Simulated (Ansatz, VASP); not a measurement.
Two plane-wave programs on Al3BSb2

```xyz
6
Lattice="3.2062 0.0000 0.0000 0.0000 3.2062 0.0000 0.0000 0.0000 11.2337" Properties=species:S:1:pos:R:3 pbc="T T T"
Al    0.0000    0.0000    7.4729
Al    0.0000    0.0000    2.7855
Al    1.6031    1.6031    9.1476
B     1.6031    1.6031    3.2091
Sb    0.0000    0.0000   -0.0400
Sb    1.6031    1.6031    5.5091
```

Change from the starting cell: species swapped into the Dy2CuAg3 type (P4mm, No. 99).

Alike in both runs: functional PBE; k mesh 5 × 5 × 2; occupations gaussian, width 0.2 eV; no spin polarisation.

Ansatz relaxed the structure, and its values are those at the end. VASP's run is a single point on that final structure, the one shown.

|  | VASP | Ansatz |
| --- | --- | --- |
| version | VASP 6.6.1 | Ansatz 0.2.0 |
| potentials or method | VASP PAW PBE potentials, release 64 (Al, B, Sb), cutoff 500 eV | scalar-relativistic, plane waves, PAW |
| valence electrons in the cell | 22 | 42 |

```csv
,VASP,Ansatz,Ansatz less VASP
gap on the k mesh at the Fermi level (eV),none,none,-
pressure (GPa),0.5,0.5,-0.05
rms of the force components (eV/Å),0.019,0.023,+0.0044
```

A gap of «none» marks a metal or a gap that the smearing closes. VASP's potentials hold 22 valence electrons a cell and Ansatz's 42, so a difference there can come from the potentials and not from the codes.

The k mesh is coarse, so the values compare programs but aren't converged. Neither program's run includes spin-orbit coupling.
